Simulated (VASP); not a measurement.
# SbPt: relaxation of shape and atoms at fixed volume with r2SCAN+rVV10

The system is SbPt.

```
Sb Pt
1.0
     4.19700    0.00000    0.00000
    -2.09850    3.63471    0.00000
     0.00000    0.00000    5.63120
Sb Pt
2 2
Direct
  0.33333 0.66667 0.25000
  0.66667 0.33333 0.75000
  0.00000 0.00000 0.00000
  0.00000 0.00000 0.50000
```

```
Program                : VASP 6.6.1
Task                   : relaxation of shape and atoms at fixed volume
Functional             : r2SCAN
Dispersion             : rVV10
Potentials or basis    : VASP PAW PBE potentials, release 64 (Sb, Pt)
Cutoff                 : 600 eV
k mesh                 : 6 × 6 × 4
Occupations            : gaussian, width 0.05 eV
Spin                   : no spin polarisation
Dipole correction      : no
Further INCAR settings : ALGO = Normal; EDIFF = 1e-07; IBRION = 2; EDIFFG = -0.01; NSW = 60; ISIF = 4
```

The pressure after relaxing is -4.9 GPa and the band gap on the k mesh is zero (bands 15 and 16 overlap by 4.09 eV).

Final structure:
```
Sb Pt
1.0
     4.19700    0.00000    0.00000
    -2.09850    3.63471    0.00000
     0.00000    0.00000    5.63120
Sb Pt
2 2
Direct
  0.33333 0.66667 0.25000
  0.66667 0.33333 0.75000
  0.00000 0.00000 0.00000
  0.00000 0.00000 0.50000
```

Levels at points of the mesh, in eV from the Fermi level:
| k point | band 11 | band 12 | band 13 | band 14 | band 15 | band 16 | band 17 | band 18 | band 19 |
| --- | --- | --- | --- | --- | --- | --- | --- | --- | --- |
| (0.00, 0.00, 0.00) | -2.17 | -2.17 | -0.02 | -0.02 | 0.60 | 2.31 | 2.85 | 3.64 | 3.64 |
| (0.50, 0.00, 0.00) | -3.02 | -2.79 | -2.64 | -2.34 | -2.16 | -0.60 | 1.77 | 4.35 | 4.49 |
| (0.00, 0.00, 0.50) | -3.53 | -3.53 | -1.18 | -1.18 | 2.36 | 2.36 | 2.36 | 2.36 | 5.45 |
| (0.50, 0.00, 0.50) | -3.13 | -3.13 | -3.00 | -3.00 | 0.44 | 0.44 | 1.78 | 1.78 | 3.96 |

Run time: 7.5 min on 1 thread of Intel Xeon 8259CL, on a shared host, peak memory 0.5 GiB.

Caveat: the PAW data sets were made with another functional, which shifts forces and pressure a little; spin-orbit coupling is left out, which moves the levels of the heavy elements.
